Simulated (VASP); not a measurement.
Here is a VASP 6.6.1 calculation.

Contents of INCAR:

```
ALGO     = Normal         # electronic algorithm
EDIFF    = 1E-6           # SCF threshold, eV
EDIFFG   = -0.01          # ionic threshold
ENCUT    = 600            # plane-wave cutoff, eV
GGA      = PE             # functional
IBRION   = 2              # ionic algorithm
ISIF     = 3              # what is computed and relaxed
ISMEAR   = 0              # smearing method
LASPH    = T              # aspherical terms in the spheres
LCHARG   = F              # write CHGCAR
LREAL    = F              # projectors in reciprocal space
LWAVE    = F              # write WAVECAR
NELM     = 100            # most SCF steps
NSW      = 100            # ionic steps
PREC     = Accurate       # precision mode
SIGMA    = 0.1            # smearing width, eV
```

KPOINTS

```
k-points
0
Gamma
  12 12 8
```

File POSCAR:

```
GaP
1.0
    3.8119259259      0.0000000000      0.0000000000
   -1.9059629629      3.3012246892      0.0000000000
    0.0000000000      0.0000000000      6.3434211789
Ga P
2 2
Direct
    0.3333333333      0.6666666667      0.6720670817
    0.6666666667      0.3333333333      0.3279329183
    0.0000000000      0.0000000000      0.8272944812
    0.0000000000      0.0000000000      0.1727055188
```

Potentials or basis: VASP PAW PBE potentials, release 64 (Ga_d, P).

Run with:

```bash
$ cat potpaw_PBE.64/Ga_d/POTCAR potpaw_PBE.64/P/POTCAR > POTCAR
$ mpirun -np 1 vasp_std > vasp.out
```

(1) Estimate the band gap on the k mesh.

(2) Predict the space group after relaxing (to 0.05 Å).

(3) Estimate the relaxed volume.

(4) Estimate the relaxed cell.

Answers

(1) zero (band 18 reaches 6.13 eV, above the bottom of band 19 at 4.18 eV).

(2) P-3m1 (No. 164).

(3) 19.93 Å³/atom.

(4) a = 3.816 Å, b = 3.816 Å, c = 6.323 Å, α = 90.00°, β = 90.00°, γ = 120.00°.
